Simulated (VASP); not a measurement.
# GaBAs4 (F-43m) in VASP: a series of runs

Runs on GaBAs4. Level: PBE. Tasks: single point, relaxation of cell and atoms.

Program: VASP 6.6.1. These are calculated values, not measurements. Logs are shortened: lines on timing, memory, paths and dates and some standing lists are left out, and cuts for length are marked.

## 1. The cell of the first run

It takes space group F-43m (No. 216, cubic). The conventional cell has a = 7.847 Å, b = 7.847 Å, c = 7.847 Å, α = 90.00°, β = 90.00°, γ = 90.00°. Within 4.3 Å of Ga (site symmetry -43m) lie 12 As at 3.26 Å and 4 B at 3.40 Å. Within 4.3 Å of B (site symmetry -43m) lie 12 As at 3.25 Å and 4 Ga at 3.40 Å. Within 3.6 Å of As (site symmetry 3m) lie 6 As at 2.72 to 2.83 Å and 3 B at 3.25 Å and 3 Ga at 3.26 Å.

## 2. Single point, PBE

Contents of INCAR:

```
SYSTEM = GaBAs4
ALGO = Normal ; EDIFF = 1E-6
ENCUT = 520 ; GGA = PE
ISIF = 2 ; ISMEAR = 0
LASPH = .True. ; LCHARG = .True.
LELF = .True. ; LREAL = .False.
LVHAR = .True. ; LWAVE = .False.
NBANDS = 27 ; NELM = 60
PREC = Accurate ; SIGMA = 0.1
```

Contents of KPOINTS:

```
k-points
0
Gamma
  8 8 8
  0 0 0
```

Contents of POSCAR:

```
GaBAs4
1.0
    0.0000000000      3.9234785130      3.9234785130
    3.9234785130      0.0000000000      3.9234785130
    3.9234785130      3.9234785130      0.0000000000
Ga B As
1 1 4
Direct
    0.0000000000      0.0000000000      0.0000000000
    0.2500000000      0.2500000000      0.2500000000
    0.1322080148      0.6225973284      0.6225973284
    0.6225973284      0.6225973284      0.6225973284
    0.6225973284      0.1322080148      0.6225973284
    0.6225973284      0.6225973284      0.1322080148
```

Potentials or basis: VASP PAW PBE potentials, release 64 (Ga_d, B, As).

The run is started by

```console
> cat potpaw_PBE.64/Ga_d/POTCAR potpaw_PBE.64/B/POTCAR potpaw_PBE.64/As/POTCAR > POTCAR
> mpirun -np 1 vasp_std > vasp.out
```

OUTCAR:

```text
SYSTEM = GaBAs4
   EDIFF = 1E-6
   ENCUT = 520
   GGA = PE
   ISIF = 2
   ISMEAR = 0
   LASPH = .True.
   LREAL = .False.
   NELM = 60
   PREC = Accurate

 ion  position               nearest neighbor table
   1  0.000  0.000  0.000-
   2  0.250  0.250  0.250-
   3  0.132  0.623  0.623-   4 2.72   5 2.72   6 2.72   5 2.83   6 2.83   4 2.83
   4  0.623  0.623  0.623-   3 2.72   5 2.72   6 2.72   3 2.83   5 2.83   6 2.83
   5  0.623  0.132  0.623-   3 2.72   4 2.72   6 2.72   3 2.83   6 2.83   4 2.83
   6  0.623  0.623  0.132-   3 2.72   4 2.72   5 2.72   5 2.83   3 2.83   4 2.83

  LATTYP: Found a face centered cubic cell.
 ALAT       =     7.8469570260

  Lattice vectors:

 A1 = (   0.0000000000,   3.9234785130,   3.9234785130)
 A2 = (   3.9234785130,   0.0000000000,   3.9234785130)
 A3 = (   3.9234785130,   3.9234785130,   0.0000000000)

Analysis of symmetry for initial positions (statically):
=====================================================================
 Subroutine PRICEL returns:
 Original cell was already a primitive cell.

 Routine SETGRP: Setting up the symmetry group for a
 face centered cubic supercell.

 Subroutine GETGRP returns: Found 24 space group operations
 (whereof 24 operations were pure point group operations)
 out of a pool of 48 trial point group operations.

The static configuration has the point symmetry T_d .

Analysis of symmetry for dynamics (positions and initial velocities):
=====================================================================
 Subroutine PRICEL returns:
 Original cell was already a primitive cell.

 Routine SETGRP: Setting up the symmetry group for a
 face centered cubic supercell.

 Subroutine GETGRP returns: Found 24 space group operations
 (whereof 24 operations were pure point group operations)
 out of a pool of 48 trial point group operations.

The dynamic configuration has the point symmetry T_d .

 Subroutine INISYM returns: Found 24 space group operations
 (whereof 24 operations are pure point group operations),
 and found     1 'primitive' translations

----------------------------------------------------------------------------------------

                                     Primitive cell

  volume of cell :     120.7936

  direct lattice vectors                    reciprocal lattice vectors
     0.000000000  3.923478513  3.923478513    -0.127437935  0.127437935  0.127437935
[... 90 lines left out ...]
   LSORBIT =      F    spin-orbit coupling
   LASPH  =      T    aspherical Exc in radial PAW
   ENCUT  =  520.0 eV  38.22 Ry    6.18 a.u.  10.32 10.32 10.32*2*pi/ulx,y,z
   NELM   =     60;   NELMIN=  2; NELMDL= -5     # of ELM steps
   EDIFF  = 0.1E-05   stopping-criterion for ELM
   LREAL  =      F    real-space projection
[... 7 lines left out ...]
   TEBEG  =    0.0;   TEEND  =   0.0 temperature during run
   PSTRESS=    0.0 pullay stress
   NELECT =      36.0000    total number of electrons
   NUPDOWN=      -1.0000    fix difference up-down
   EMIN   =  10.00;   EMAX   =-10.00  energy-range for DOS
   EFERMI =   0.00;   METHOD = LEGACY
   ISMEAR =     0;   SIGMA  =   0.10  broadening in eV -4-tet -1-fermi 0-gaus
   EFERMI_NEDOS =   21; number of points for ismear=-14 and -15
   IALGO  =     38    algorithm
   IMIX   =      4    mixing-type and parameters
     AMIX     =   0.40;   BMIX     =  1.00
     AMIX_MAG =   1.60;   BMIX_MAG =  1.00
  volume/ion in A,a.u.               =      20.13       135.86
  Fermi-wavevector in a.u.,A,eV,Ry     =   1.093522  2.066458 16.269730  1.195791
  Thomas-Fermi vector in A             =   2.229809
   LORBIT       =      0    0 simple, 1 ext, 2 COOP (PROOUT), +10 PAW based schemes
   GGA     = PE    functional components
   LHFCALC =     F    Hartree Fock is set to
   AEXX    =    0.0000 exact exchange contribution
   IVDW    =     0    specifies the selected vdW correction
   LEPSILON=     F    determine dielectric tensor
   LRPA    =     F    only Hartree local field effects (RPA)
 non-spin polarized calculation
 Gauss-broadening in eV      SIGMA  =   0.10
  energy-cutoff  :      520.00
  volume of cell :      120.79
 maximum number of plane-waves:      3287
 NGX is ok and might be reduce to    42
   NGX = 21   NGY = 21   NGZ = 21

 number of electron      36.0000009 magnetization

 Free energy of the ion-electron system (eV)
  ---------------------------------------------------
  ext. energy  EPLUGINS =         0.00000000
  ---------------------------------------------------
  free energy    TOTEN  =       -22.47950885 eV

  energy without entropy =      -22.46030922  energy(sigma->0) =      -22.46990903

 E-fermi :   4.8779     XC(G=0): -10.1257

 val. band max:        4.8672493988   @ k =  -0.2500   0.3750   0.1250
 cond. band min:       4.8965012898   @ k =  -0.3750   0.3750   0.0000
 fundamental gap:      0.0292518910
 Fermi energy:         4.8778744163

 k-point     1 :       0.0000    0.0000    0.0000
  band No.  band energies     occupation
      1      -9.7990      2.00000
      2      -9.7990      2.00000
      3      -9.7985      2.00000
      4      -9.7985      2.00000
      5      -9.7985      2.00000
      6      -9.6758      2.00000
[... 709 lines left out ...]
     26       8.8119      0.00000
     27       9.2827      0.00000

 [... further k-points ...]

------------------------ aborting loop because EDIFF is reached ----------------------------------------

  FORCE on cell =-STRESS in cart. coord.  units (eV):
  Direction    XX          YY          ZZ          XY          YZ          ZX
  --------------------------------------------------------------------------------------
  -------------------------------------------------------------------------------------
  Total        0.0837467      0.0837467      0.0837467      0.0000000     -0.0000000      0.0000000
  in kB        1.1107970      1.1107970      1.1107970      0.0000000     -0.0000000      0.0000000
  external PRESSURE =       1.1107970 kB  Pullay stress =       0.0000000 kB

 VOLUME and BASIS-vectors are now :
 -----------------------------------------------------------------------------
  energy-cutoff  :      520.00
  volume of cell :      120.79
      direct lattice vectors                 reciprocal lattice vectors
     0.000000000  3.923478513  3.923478513    -0.127437935  0.127437935  0.127437935
     3.923478513  0.000000000  3.923478513     0.127437935 -0.127437935  0.127437935
     3.923478513  3.923478513  0.000000000     0.127437935  0.127437935 -0.127437935

 POSITION                                       TOTAL-FORCE (eV/Angst)
 -----------------------------------------------------------------------------------
      0.00000      0.00000      0.00000         0.000000      0.000000     -0.000000
      1.96174      1.96174      1.96174         0.000000      0.000000      0.000000
      4.88549      2.96146      2.96146         0.007858     -0.007858     -0.007858
      4.88549      4.88549      4.88549         0.007858      0.007858      0.007858
      2.96146      4.88549      2.96146        -0.007858      0.007858     -0.007858
      2.96146      2.96146      4.88549        -0.007858     -0.007858      0.007858
 -----------------------------------------------------------------------------------
    total drift:                                0.000000      0.000000     -0.000000

  FREE ENERGIE OF THE ION-ELECTRON SYSTEM (eV)
  ---------------------------------------------------
  free  energy   TOTEN  =       -22.4795088459 eV

  energy  without entropy=      -22.4603092216  energy(sigma->0) =      -22.46990903
```

stdout:

```text
POSCAR found type information on POSCAR GaB As
 POSCAR found :  3 types and       6 ions
 scaLAPACK will be used
 LDA part: xc-table for (Slater+PW92), standard interpolation
 POSCAR, INCAR and KPOINTS ok, starting setup
 FFT: planning ... GRIDC
 FFT: planning ... GRID_SOFT
 FFT: planning ... GRID
 WAVECAR not read
 entering main loop
```

Run time: 2.8 min. Hardware: 1 thread of Intel Xeon 8259CL, shared host; peak memory 0.31 GiB.

What came out:

```yaml
Free_energy: -22.4795 eV
Pressure: 0.1 GPa
Largest_force: 0.014 eV/Å
Band_gap_on_the_k_mesh: zero (bands 18 and 19 overlap by 1.66 eV)
```

Forces in eV/Å, atoms in the order of the input:
```
Ga   0.000  0.000  0.000
B    0.000  0.000  0.000
As   0.008 -0.008 -0.008
As   0.008  0.008  0.008
As  -0.008  0.008 -0.008
As  -0.008 -0.008  0.008
```

## 3. Relaxation of cell and atoms, PBE

This run uses another cell than the first one, of 19.75 Å³/atom.

Contents of INCAR:

```
  PREC = Accurate
  ENCUT = 600
  EDIFF = 1E-7
  ISMEAR = 0
  SIGMA = 0.1
  LREAL = F
  LASPH = T
  NELM = 80
  ALGO = Normal
  ISIF = 3
  LWAVE = F
  LCHARG = F
  GGA = PE
  IBRION = 2
  NSW = 100
  EDIFFG = -0.01
```

Contents of KPOINTS:

```
Automatic mesh
0
Gamma
  8 8 8
```

Contents of POSCAR:

```
GaBAs4
1.0
    0.0000000000      3.8983443388      3.8983443388
    3.8983443388      0.0000000000      3.8983443388
    3.8983443388      3.8983443388      0.0000000000
Ga B As
1 1 4
Direct
    0.0000000000      0.0000000000      0.0000000000
    0.2500000000      0.2500000000      0.2500000000
    0.1352385807      0.6215871398      0.6215871398
    0.6215871398      0.6215871398      0.6215871398
    0.6215871398      0.1352385807      0.6215871398
    0.6215871398      0.6215871398      0.1352385807
```

Potentials or basis: VASP PAW PBE potentials, release 64 (Ga_d, B, As).

The run is started by

```console
> cat potpaw_PBE.64/Ga_d/POTCAR potpaw_PBE.64/B/POTCAR potpaw_PBE.64/As/POTCAR > POTCAR
> mpirun -np 1 vasp_std > vasp.out
```

Run time: 16 min. Hardware: 1 thread of Intel Xeon 8259CL, shared host; peak memory 0.41 GiB.

It converged, with:

```yaml
Free_energy: -22.4794 eV
Relaxed_volume: 20.14 Å³/atom
Relaxed_cell: a = 5.550 Å, b = 5.550 Å, c = 5.550 Å, α = 60.00°, β = 60.00°, γ = 60.00°
Space_group_after_relaxing_to_0.1_Å: F-43m (No. 216)
Energy_gained_by_relaxing: 2.3 meV/atom
Ionic_steps: 8
Pressure_after_relaxing: 0.0 GPa
Band_gap_on_the_k_mesh: zero (bands 18 and 19 overlap by 1.66 eV)
```

The path:
```tsv
step	energy change (eV)	largest force (eV/Å)	pressure (GPa)	volume (Å³)
1	0.0000	0.1239	1.39	118.49
2	-0.0130	0.0296	-0.14	121.46
3	-0.0130	0.0353	-0.04	121.25
4	-0.0130	0.0338	-0.07	121.31
5	-0.0133	0.0285	-0.06	121.24
6	-0.0138	0.0130	-0.03	121.03
7	-0.0136	0.0174	0.08	120.61
8	-0.0139	0.0009	0.00	120.86
```

Final structure:
```
Ga B As
1.0
     0.00000    3.92422    3.92422
     3.92422    0.00000    3.92422
     3.92422    3.92422    0.00000
Ga B As
1 1 4
Direct
  0.00000 0.00000 0.00000
  0.25000 0.25000 0.25000
  0.13147 0.62284 0.62284
  0.62284 0.62284 0.62284
  0.62284 0.13147 0.62284
  0.62284 0.62284 0.13147
```

Levels at points of the mesh, in eV from the Fermi level:
```
           k point  band 15  band 16  band 17  band 18  band 19  band 20  band 21  band 22
(0.00, 0.00, 0.00)    -3.37    -2.73    -2.73    -0.47    -0.47    -0.47     3.52     3.52
(0.50, 0.00, 0.00)    -1.46    -1.46    -1.19    -0.98    -0.98     0.57     1.20     2.20
(0.50, 0.50, 0.00)    -2.13    -0.93    -0.93    -0.68    -0.34     0.11     0.31     1.29
```

The gap in the log of VASP goes by the Fermi energy; the results here count the filled bands.